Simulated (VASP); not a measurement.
# LiW (P-6m2) in VASP: notebook

The runs below take LiW through relaxation of cell and atoms, single point, with PBE.

Everything below comes from runs of VASP 6.6.1. Logs are shortened: lines on timing, memory, paths and dates and some standing lists are left out, and cuts for length are marked.

**1. The cell of the first run**

It takes space group P-6m2 (No. 187, hexagonal). The conventional cell has a = 2.727 Å, b = 2.727 Å, c = 4.334 Å, α = 90.00°, β = 90.00°, γ = 120.00°. Li (site symmetry -6m2) has 6 W at 2.68 Å and 6 Li at 2.73 Å within 3.5 Å. Within 3.5 Å of W (site symmetry -6m2) lie 6 Li at 2.68 Å and 6 W at 2.73 Å.

The cell was generated, and may not be a known phase.

**2. Relaxation of cell and atoms, PBE**

Input file INCAR:

```
SYSTEM = LiW
PREC     = Accurate       ! precision mode
ENCUT    = 750            ! plane-wave cutoff, eV
EDIFF    = 1E-7           ! SCF threshold, eV
ISMEAR   = 0              ! smearing method
SIGMA    = 0.1            ! smearing width, eV
LREAL    = .False.        ! projectors in reciprocal space
LASPH    = .True.         ! aspherical terms in the spheres
NELM     = 120            ! most SCF steps
ALGO     = Normal         ! electronic algorithm
ISIF     = 3              ! what is computed and relaxed
LWAVE    = .False.        ! write WAVECAR
LCHARG   = .False.        ! write CHGCAR
GGA      = PE             ! functional
IBRION   = 2              ! ionic algorithm
NSW      = 90             ! ionic steps
EDIFFG   = -0.04          ! ionic threshold
GGA_COMPAT= .False.      
NELMIN   = 4
```

Input file KPOINTS:

```
regular mesh
0
Gamma
  6 6 4
  0 0 0
```

Input file POSCAR:

```
LiW
1.0
    2.7268284500      0.0000000000      0.0000000000
   -1.3634142200      2.3615027100      0.0000000000
    0.0000000000      0.0000000000      4.3341912100
Li W
1 1
Direct
    0.3333333300      0.6666666700      0.0000000000
    0.6666666700      0.3333333300      0.5000000000
```

Potentials or basis: VASP PAW PBE potentials, release 64 (Li_sv, W_sv).

The run is started by

```sh
$ cat potpaw_PBE.64/Li_sv/POTCAR potpaw_PBE.64/W_sv/POTCAR > POTCAR
$ mpirun -np 1 vasp_std > vasp.out
```

OUTCAR:

```text
SYSTEM = LiW
   PREC = Accurate
   ENCUT = 750
   EDIFF = 1E-7
   ISMEAR = 0
   LREAL = .False.
   LASPH = .True.
   NELM = 120
   ISIF = 3
   GGA = PE
   IBRION = 2
   NSW = 90
   EDIFFG = -0.04
   NELMIN = 4

 ion  position               nearest neighbor table
   1  0.333  0.667  0.000-   2 2.68   2 2.68   2 2.68   2 2.68   2 2.68   2 2.68
   2  0.667  0.333  0.500-   1 2.68   1 2.68   1 2.68   1 2.68   1 2.68   1 2.68

  LATTYP: Found a hexagonal cell.
 ALAT       =     2.7268284500
 C/A-ratio  =     1.5894623697

  Lattice vectors:

 A1 = (   2.7268284500,   0.0000000000,   0.0000000000)
 A2 = (  -1.3634142200,   2.3615027100,   0.0000000000)
 A3 = (   0.0000000000,   0.0000000000,   4.3341912100)

Analysis of symmetry for initial positions (statically):
=====================================================================
 Subroutine PRICEL returns:
 Original cell was already a primitive cell.

 Routine SETGRP: Setting up the symmetry group for a
 hexagonal supercell.

 Subroutine GETGRP returns: Found 12 space group operations
 (whereof 12 operations were pure point group operations)
 out of a pool of 24 trial point group operations.

The static configuration has the point symmetry D_3h.

Analysis of symmetry for dynamics (positions and initial velocities):
=====================================================================
 Subroutine PRICEL returns:
 Original cell was already a primitive cell.

 Routine SETGRP: Setting up the symmetry group for a
 hexagonal supercell.

 Subroutine GETGRP returns: Found 12 space group operations
 (whereof 12 operations were pure point group operations)
 out of a pool of 24 trial point group operations.

The dynamic configuration has the point symmetry D_3h.

 Subroutine INISYM returns: Found 12 space group operations
 (whereof 12 operations are pure point group operations),
 and found     1 'primitive' translations

----------------------------------------------------------------------------------------

                                     Primitive cell

  volume of cell :      27.9096

  direct lattice vectors                    reciprocal lattice vectors
     2.726828450  0.000000000  0.000000000     0.366726407  0.211729589  0.000000000
    -1.363414220  2.361502710  0.000000000     0.000000000  0.423459180  0.000000000
     0.000000000  0.000000000  4.334191210     0.000000000  0.000000000  0.230723554

  length of vectors
     2.726828450  2.726828448  4.334191210     0.423459179  0.423459180  0.230723554

  position of ions in fractional coordinates (direct lattice)
     0.333333330  0.666666670  0.000000000
     0.666666670  0.333333330  0.500000000

  ion indices of the primitive-cell ions
   primitive index   ion index
                 1           1
                 2           2

----------------------------------------------------------------------------------------

 KPOINTS: regular mesh

Automatic generation of k-mesh.
 Grid dimensions read from file:
 generate k-points for:    6    6    4

 Generating k-lattice:

  Cartesian coordinates                     Fractional coordinates (reciprocal lattice)
     0.061121068  0.035288265  0.000000000     0.166666667  0.000000000  0.000000000
     0.000000000  0.070576530  0.000000000     0.000000000  0.166666667  0.000000000
     0.000000000  0.000000000  0.057680889     0.000000000  0.000000000  0.250000000

  Length of vectors
     0.070576530  0.070576530  0.057680889

  Shift w.r.t. Gamma in fractional coordinates (k-lattice)
     0.000000000  0.000000000  0.000000000

 Subroutine IBZKPT returns following result:
 ===========================================

 Found     21 irreducible k-points:

 Following reciprocal coordinates:
            Coordinates               Weight
  0.000000  0.000000  0.000000      1.000000
  0.166667  0.000000  0.000000      6.000000
  0.333333  0.000000  0.000000      6.000000
  0.500000  0.000000  0.000000      3.000000
  0.166667  0.166667  0.000000      6.000000
  0.333333  0.166667  0.000000     12.000000
[... 13 lines left out ...]
  0.333333  0.166667  0.500000     12.000000
  0.333333  0.333333  0.500000      2.000000
   k-points           NKPTS =     21   k-points in BZ     NKDIM =     21   number of bands    NBANDS=     12
   number of dos      NEDOS =    301   number of ions     NIONS =      2
   total plane-waves  NPLWV =  23040
   dimension x,y,z NGX =    24 NGY =   24 NGZ =   40
   dimension x,y,z NGXF=    48 NGYF=   48 NGZF=   80
   ions per type =               1   1
   NGX,Y,Z   is equivalent  to a cutoff of  14.63, 14.63, 15.34 a.u.
   NGXF,Y,Z  is equivalent  to a cutoff of  29.26, 29.26, 30.69 a.u.
 SYSTEM =  LiW
   PREC   = accura    normal or accurate (medium, high low for compatibility)
   ISTART =      0    job   : 0-new  1-cont  2-samecut
   ICHARG =      2    charge: 1-file 2-atom 10-const
   ISPIN  =      1    spin polarized calculation?
   LNONCOLLINEAR =      F non collinear calculations
   LSORBIT =      F    spin-orbit coupling
   LASPH  =      T    aspherical Exc in radial PAW
   ENCUT  =  750.0 eV  55.12 Ry    7.42 a.u.   6.09  6.09  9.68*2*pi/ulx,y,z
   NELM   =    120;   NELMIN=  4; NELMDL= -5     # of ELM steps
   EDIFF  = 0.1E-06   stopping-criterion for ELM
   LREAL  =      F    real-space projection
   EDIFFG = -.4E-01   stopping-criterion for IOM
   NSW    =     90    number of steps for IOM
   IBRION =      2    ionic relax: 0-MD 1-quasi-New 2-CG
   NFREE  =      1    steps in history (QN), initial steepest desc. (CG)
   ISIF   =      3    stress and relaxation
   ISYM   =      2    0-nonsym 1-usesym 2-fastsym
   POTIM  = 0.5000    time-step for ionic-motion
   TEBEG  =    0.0;   TEEND  =   0.0 temperature during run
   PSTRESS=    0.0 pullay stress
   NELECT =      17.0000    total number of electrons
   NUPDOWN=      -1.0000    fix difference up-down
   EMIN   =  10.00;   EMAX   =-10.00  energy-range for DOS
   EFERMI =   0.00;   METHOD = LEGACY
   ISMEAR =     0;   SIGMA  =   0.10  broadening in eV -4-tet -1-fermi 0-gaus
   EFERMI_NEDOS =   21; number of points for ismear=-14 and -15
   IALGO  =     38    algorithm
   IMIX   =      4    mixing-type and parameters
     AMIX     =   0.40;   BMIX     =  1.00
     AMIX_MAG =   1.60;   BMIX_MAG =  1.00
  volume/ion in A,a.u.               =      13.95        94.17
  Fermi-wavevector in a.u.,A,eV,Ry     =   1.387734  2.622438 26.202193  1.925807
  Thomas-Fermi vector in A             =   2.511927
   LORBIT       =      0    0 simple, 1 ext, 2 COOP (PROOUT), +10 PAW based schemes
   GGA     = PE    functional components
   LHFCALC =     F    Hartree Fock is set to
   AEXX    =    0.0000 exact exchange contribution
   IVDW    =     0    specifies the selected vdW correction
   LEPSILON=     F    determine dielectric tensor
   LRPA    =     F    only Hartree local field effects (RPA)
 conjugate gradient relaxation of ions
 non-spin polarized calculation
 Gauss-broadening in eV      SIGMA  =   0.10
  energy-cutoff  :      750.00
  volume of cell :       27.91
 maximum number of plane-waves:      1314
   NGX = 13   NGY = 13   NGZ = 19

--------------------------------------- Ionic step        1  -------------------------------------------

 number of electron      17.0000003 magnetization

 Free energy of the ion-electron system (eV)
  ---------------------------------------------------
  ext. energy  EPLUGINS =         0.00000000
  ---------------------------------------------------
  free energy    TOTEN  =       -13.44023585 eV

  energy without entropy =      -13.43254960  energy(sigma->0) =      -13.43639272

------------------------ aborting loop because EDIFF is reached ----------------------------------------

  FORCE on cell =-STRESS in cart. coord.  units (eV):
  Direction    XX          YY          ZZ          XY          YZ          ZX
  --------------------------------------------------------------------------------------
  -------------------------------------------------------------------------------------
  Total       -0.1364968     -0.1364968      5.2088653     -0.0000000     -0.0000000      0.0000000
  in kB       -7.8357170     -7.8357171    299.0194109     -0.0000000     -0.0000000      0.0000000
  external PRESSURE =      94.4493256 kB  Pullay stress =       0.0000000 kB

 VOLUME and BASIS-vectors are now :
 -----------------------------------------------------------------------------
  energy-cutoff  :      750.00
  volume of cell :       27.91
      direct lattice vectors                 reciprocal lattice vectors
     2.726828450  0.000000000  0.000000000     0.366726407  0.211729589  0.000000000
    -1.363414220  2.361502710  0.000000000     0.000000000  0.423459180  0.000000000
     0.000000000  0.000000000  4.334191210     0.000000000  0.000000000  0.230723554
[... 145 lines left out ...]
 POSITION                                       TOTAL-FORCE (eV/Angst)
 -----------------------------------------------------------------------------------
     -0.00000      1.55050      5.00258         0.000000     -0.000000      0.000000
      1.34277      0.77525      2.50129        -0.000000      0.000000     -0.000000
 -----------------------------------------------------------------------------------
    total drift:                               -0.000006      0.000004      0.000000

  FREE ENERGIE OF THE ION-ELECTRON SYSTEM (eV)
  ---------------------------------------------------
  free  energy   TOTEN  =       -13.8022021567 eV

  energy  without entropy=      -13.7911766508  energy(sigma->0) =      -13.79668940

--------------------------------------- Ionic step        6  -------------------------------------------

 number of electron      17.0000004 magnetization

 Free energy of the ion-electron system (eV)
  ---------------------------------------------------
  ext. energy  EPLUGINS =         0.00000000
  ---------------------------------------------------
  free energy    TOTEN  =       -13.80631874 eV

  energy without entropy =      -13.79534157  energy(sigma->0) =      -13.80083016

 E-fermi :   6.1598     XC(G=0): -10.7984

 val. band max:        5.7598706388   @ k =   0.0000   0.0000   0.5000
 cond. band min:       6.1667252743   @ k =   0.3333   0.3333   0.2500
 fundamental gap:      0.4068546355
 Fermi energy:         6.1598251418

 k-point     1 :       0.0000    0.0000    0.0000
  band No.  band energies     occupation
      1     -67.9714      2.00000
      2     -39.3897      2.00000
      3     -32.3119      2.00000
      4     -31.3905      2.00000
      5     -31.3905      2.00000
      6      -1.4693      2.00000
      7       2.5624      2.00000
      8       5.2580      2.00000
      9       5.7554      2.00000
     10       5.7554      2.00000
     11       9.5293      0.00000
     12       9.5293      0.00000

 k-point     2 :       0.1667    0.0000    0.0000
  band No.  band energies     occupation
      1     -67.9370      2.00000
      2     -39.3777      2.00000
      3     -32.2587      2.00000
      4     -31.7664      2.00000
      5     -31.4759      2.00000
      6      -0.2820      2.00000
      7       3.1410      2.00000
      8       4.5811      2.00000
      9       4.8842      2.00000
     10       6.9140      0.00000
     11       9.1447      0.00000
     12       9.9041      0.00000
[... 305 lines left out ...]
 POSITION                                       TOTAL-FORCE (eV/Angst)
 -----------------------------------------------------------------------------------
     -0.00000      1.56072     -0.00000         0.000000      0.000000      0.000000
      1.35162      0.78036      2.49939        -0.000000     -0.000000     -0.000000
 -----------------------------------------------------------------------------------
    total drift:                               -0.000007      0.000004      0.000000

  FREE ENERGIE OF THE ION-ELECTRON SYSTEM (eV)
  ---------------------------------------------------
  free  energy   TOTEN  =       -13.8063187376 eV

  energy  without entropy=      -13.7953415742  energy(sigma->0) =      -13.80083016

 reached required accuracy - stopping structural energy minimisation
```

It took 47 s on 1 thread of Intel Xeon Platinum 8259CL at 2.50GHz (Skylake/Cascade Lake), shared host; peak memory 0.18 GiB.

What came out:

| Quantity | Value |
| --- | --- |
| Free energy | -13.8063 eV |
| Relaxed volume | 15.82 Å³/atom |
| Relaxed cell | a = 2.703 Å, b = 2.703 Å, c = 4.999 Å, α = 90.00°, β = 90.00°, γ = 120.00° |
| Space group after relaxing (to 0.1 Å) | P-6m2 (No. 187) |
| Energy gained by relaxing | 183.0 meV/atom |
| Ionic steps | 6 |
| Pressure after relaxing | -0.1 GPa |
| Band gap on the k mesh | zero (an odd number of electrons rules out a gap without spin polarisation) |

Step by step:
| step | energy change (eV) | largest force (eV/Å) | pressure (GPa) | volume (Å³) |
| --- | --- | --- | --- | --- |
| 1 | 0.0000 | 0.0000 | 9.44 | 27.91 |
| 2 | -0.3543 | 0.0000 | -0.28 | 31.21 |
| 3 | -0.3628 | 0.0000 | -1.92 | 32.16 |
| 4 | -0.3640 | 0.0000 | -1.53 | 31.91 |
| 5 | -0.3620 | 0.0000 | 2.02 | 31.25 |
| 6 | -0.3661 | 0.0000 | -0.10 | 31.63 |

Final structure:
```yaml
crystal:
  lattice:
    - [2.70325, 0.00000, 0.00000]
    - [-1.35162, 2.34108, 0.00000]
    - [0.00000, 0.00000, 4.99877]
  atoms:
    - { symbol: Li, position: [0.33333, 0.66667, 0.00000] }
    - { symbol: W, position: [0.66667, 0.33333, 0.50000] }
```

Levels at points of the mesh, in eV from the Fermi level:
```tsv
k point	band 7	band 8	band 9	band 10	band 11	band 12
(0.00, 0.00, 0.00)	-3.60	-0.90	-0.40	-0.40	3.37	3.37
(0.50, 0.00, 0.00)	-3.37	-1.23	1.39	1.99	5.78	6.14
(0.00, 0.00, 0.50)	-2.89	-2.55	-0.40	-0.40	3.34	3.34
(0.50, 0.00, 0.50)	-3.50	0.30	1.27	1.91	1.97	6.14
```

Caveat: the k points lie up to 0.45 Å⁻¹ apart in the final cell, too coarse for converged energies and pressures of a metal; a cell axis changed by over 15 % at a fixed basis, so the end point is rough; spin-orbit coupling is left out, which moves the levels of the heavy elements.

**3. Single point, PBE**

This run uses another cell than the first one: it holds 4 atoms, not 2.

Input file INCAR:

```
SYSTEM = LiW
  PREC = Accurate
  ENCUT = 750
  EDIFF = 1E-6
  ISMEAR = 0
  SIGMA = 0.2
  LREAL = .False.
  LASPH = .True.
  NELM = 120
  ALGO = Normal
  ISIF = 2
  LWAVE = .False.
  LCHARG = .False.
  GGA = PE
  NBANDS = 25
  GGA_COMPAT = .False.
```

Input file KPOINTS:

```
regular mesh
0
Gamma
  12 12 2
  0 0 0
```

Input file POSCAR:

```
LiW
1.0
    2.6994591763      0.0000000000      0.0000000000
   -1.3497295881      2.3378002232      0.0000000000
    0.0000000000      0.0000000000      9.9847315728
Li W
2 2
Direct
    0.3333333333      0.6666666667      0.5000000000
    0.3333333333      0.6666666667      0.0000000000
    0.6666666667      0.3333333333      0.2500000000
    0.6666666667      0.3333333333      0.7500000000
```

Potentials or basis: VASP PAW PBE potentials, release 64 (Li_sv, W_sv).

The run is started by

```sh
$ cat potpaw_PBE.64/Li_sv/POTCAR potpaw_PBE.64/W_sv/POTCAR > POTCAR
$ mpirun -np 1 vasp_std > vasp.out
```

Wall time 68 s (1 thread of Intel Xeon Platinum 8259CL at 2.50GHz (Skylake/Cascade Lake), shared host); peak memory 0.27 GiB.

The run converged. Its results:

```yaml
Free_energy: -27.7096 eV
Pressure: 0.2 GPa
Band_gap_on_the_k_mesh: zero (bands 17 and 18 overlap by 3.01 eV)
```

Stress tensor (GPa, compression positive):
```
 0.32  0.00  0.00
 0.00  0.32  0.00
 0.00  0.00 -0.16
```

Levels at points of the mesh, in eV from the Fermi level:
```
           k point  band 13  band 14  band 15  band 16  band 17  band 18  band 19  band 20  band 21  band 22
(0.00, 0.00, 0.00)    -3.22    -2.56    -2.16    -0.54     0.05     0.05     0.06     0.06     3.81     3.81
(0.50, 0.00, 0.00)    -3.11    -2.96    -0.86     0.71     1.60     1.79     2.36     2.39     2.44     6.20
(0.00, 0.00, 0.50)    -3.04    -3.04    -1.24    -1.24     0.05     0.05     0.05     0.05     3.82     3.82
(0.50, 0.00, 0.50)    -3.04    -3.04    -0.34    -0.34     1.89     1.89     2.40     2.40     3.78     3.78
```

Caveat: spin-orbit coupling is left out, which moves the levels of the heavy elements.

**4. Single point, PBE**

This run uses another cell than the first one, of 15.75 Å³/atom.

Input file INCAR:

```
SYSTEM = LiW
PREC = Accurate
ENCUT = 750
EDIFF = 1E-6
ISMEAR = 0
SIGMA = 0.1
LREAL = .False.
LASPH = .True.
NELM = 120
ALGO = Normal
ISIF = 2
LWAVE = .False.
LCHARG = .True.
GGA = PE
LELF = .True.
LVHAR = .True.
NBANDS = 16
GGA_COMPAT = .False.
```

Input file KPOINTS:

```
Automatic mesh
0
Gamma
  24 24 12
  0 0 0
```

Input file POSCAR:

```
LiW
1.0
    2.6994591763      0.0000000000      0.0000000000
   -1.3497295881      2.3378002232      0.0000000000
    0.0000000000      0.0000000000      4.9923657864
Li W
1 1
Direct
    0.3333333333      0.6666666667      0.0000000000
    0.6666666667      0.3333333333      0.5000000000
```

The run is started by

```sh
$ cat potpaw_PBE.64/Li_sv/POTCAR potpaw_PBE.64/W_sv/POTCAR > POTCAR
$ mpirun -np 1 vasp_std > vasp.out
```

Run time: 3.4 min. Hardware: 1 thread of Intel Xeon Platinum 8259CL at 2.50GHz (Skylake/Cascade Lake), shared host; peak memory 0.45 GiB.

It converged, with:

```yaml
Free_energy: -13.8277 eV
Pressure: 0.2 GPa
Band_gap_on_the_k_mesh: zero (an odd number of electrons rules out a gap without spin polarisation)
```

Stress tensor (GPa, compression positive):
```
 0.31  0.00  0.00
 0.00  0.31  0.00
 0.00  0.00 -0.13
```

Levels at points of the mesh, in eV from the Fermi level:
| k point | band 6 | band 7 | band 8 | band 9 | band 10 | band 11 | band 12 | band 13 |
| --- | --- | --- | --- | --- | --- | --- | --- | --- |
| (0.00, 0.00, 0.00) | -7.28 | -3.27 | -0.59 | -0.02 | -0.02 | 3.78 | 3.78 | 5.94 |
| (0.50, 0.00, 0.00) | -4.77 | -3.02 | -0.91 | 1.73 | 2.38 | 6.14 | 6.37 | 6.56 |
| (0.00, 0.00, 0.50) | -7.12 | -2.61 | -2.21 | -0.01 | -0.01 | 3.75 | 3.75 | 8.47 |
| (0.50, 0.00, 0.50) | -4.73 | -3.17 | 0.66 | 1.55 | 2.30 | 2.33 | 6.57 | 7.91 |

Caveat: spin-orbit coupling is left out, which moves the levels of the heavy elements.

**5. Overview**

```csv
task,cell,k mesh,smearing,gap on the mesh (eV),pressure (GPa)
relaxation of cell and atoms,"relaxed from a = 2.727, b = 2.727, c = 4.334 Å, angles 90.0, 90.0, 120.0°, 2 atoms, atomic positions A",6 × 6 × 4,gaussian 0.1 eV,none,-0.1
single point,"a = 2.699, b = 2.699, c = 9.985 Å, angles 90.0, 90.0, 120.0°, 4 atoms, atomic positions B",12 × 12 × 2,gaussian 0.2 eV,none,0.2
single point,"a = 2.699, b = 2.699, c = 4.992 Å, angles 90.0, 90.0, 120.0°, 2 atoms, atomic positions A",24 × 24 × 12,gaussian 0.1 eV,none,0.2
```

Alike in all rows: level PBE; potentials or basis VASP PAW PBE potentials, release 64 (Li_sv, W_sv); no spin polarisation; cutoff (eV) 750.

Caveats: some runs use coarse meshes; spin-orbit coupling is left out, which moves the levels of the heavy elements; a cell axis changed by over 15 % at a fixed basis, so the end point is rough (at least some runs).

Total energies depend on the potentials used, so only differences within one code and one set of settings carry meaning.

The gap in the log of VASP goes by the Fermi energy; the results here count the filled bands.